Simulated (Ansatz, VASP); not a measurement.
**One calculation of SnRu, two programs**

```
CELL_PARAMETERS angstrom
3.21608 0.00000 0.00000
-1.60804 2.78520 0.00000
0.00000 0.00000 4.00475
ATOMIC_POSITIONS crystal
Sn 0.66667 0.33333 0.50000
Ru 0.33333 0.66667 0.00000
```

Alike in both runs: functional PBE; k mesh 18 × 18 × 14; occupations gaussian, width 0.1 eV; no spin polarisation.

Ansatz relaxed the structure, and its values are those at the end. VASP's run is a single point on that final structure, the one shown.

|  | VASP | Ansatz |
| --- | --- | --- |
| version | VASP 6.6.1 | Ansatz 0.2.0 |
| potentials or method | VASP PAW PBE potentials, release 64 (Sn_d, Ru_pv), cutoff 520 eV | scalar-relativistic, plane waves, PAW |
| valence electrons in the cell | 28 | 30 |

```csv
,VASP,Ansatz,Ansatz less VASP
gap on the k mesh at the Fermi level (eV),none,none,-
pressure (GPa),0.0,0.0,-0.04
```

A gap of «none» marks a metal or a gap that the smearing closes. The functional is the same, so the differences come from potentials, cutoffs and numerics. VASP's potentials hold 28 valence electrons a cell and Ansatz's 30, so a difference there can come from the potentials and not from the codes.
